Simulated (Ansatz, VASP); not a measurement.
# Si in VASP and in Ansatz

The input INCAR:

```
  PREC = Accurate
  ENCUT = 520
  EDIFF = 1E-6
  ISMEAR = -1
  SIGMA = 0.05
  LREAL = F
  LASPH = T
  NELM = 100
  ALGO = Normal
  ISIF = 2
  LWAVE = F
  LCHARG = T
  GGA = PE
  LELF = T
  LVHAR = T
  NBANDS = 11
```

File KPOINTS:

```
Automatic mesh
0
Gamma
  16 16 16
```

Contents of POSCAR:

```
Si
1.0
   -2.1834700000      2.2974450000      1.2750000000
    2.1834700000     -2.2974450000      1.2750000000
    2.1834700000      2.2974450000     -1.2750000000
Si
2
Direct
    0.8070000000      0.5570000000      0.2500000000
    0.1930000000      0.4430000000      0.7500000000
```

Input for Ansatz:

```yaml
crystal:
  lattice:
    - [-2.18347, 2.297445, 1.275]
    - [2.18347, -2.297445, 1.275]
    - [2.18347, 2.297445, -1.275]
  atoms:
    - { symbol: Si, position: [0.807, 0.557, 0.25] }
    - { symbol: Si, position: [0.193, 0.443, 0.75] }
kpoints:
  mp_grid: { grid: [16, 16, 16] }
  band_path:
    path:
      - [0.0, 0.0, 0.0]
      - [0.5, -0.5, 0.5]
      - [0.4758105458, -0.4758105458, 0.5241894542]
      - [-0.4758105458, 0.4758105458, 0.4758105458]
      - [0.0, 0.0, 0.0]
      - [0.3269963489, 0.3269963489, -0.3269963489]
      - [0.6730036511, -0.3269963489, 0.3269963489]
      - [0.5, -0.5, 0.5]
      - [0.0, 0.0, 0.0]
    npoints: 5
scf:
  occupations: { method: fermi_dirac, width: 0.05 }
hamiltonian:
  xc: pbe
  pseudopotentials: { kind: all_electron, lapw: { basis_error: 0.0005 } }
output:
  forces: true
  stress: true
  eigenvalues: true
```

Change from the starting cell: equal xx and yy strain of -3 %.

Alike in both runs: task single point; functional PBE; k mesh 16 × 16 × 16; occupations fermi-dirac, width 0.05 eV; no spin polarisation.

|  | VASP | Ansatz |
| --- | --- | --- |
| version | VASP 6.6.1 | Ansatz 0.2.0 |
| potentials or method | VASP PAW PBE potentials, release 64 (Si), cutoff 520 eV | all-electron LAPW, scalar-relativistic |

|  | VASP | Ansatz | Ansatz less VASP |
| --- | --- | --- | --- |
| pressure (GPa) | 28.2 | 28.2 | +0.07 |
| traceless stress, the component that is largest in VASP (GPa) | 7.05 | 7.05 | -0.006 |
| rms of the force components (eV/Å) | 0.032 | 0.034 | +0.0022 |

Atom by atom the forces differ by 0.002 eV/Å (rms over components). Both programs put the cell under a high pressure, so it lies far from rest at this level. Ansatz ran all-electron here, and VASP with PAW potentials.
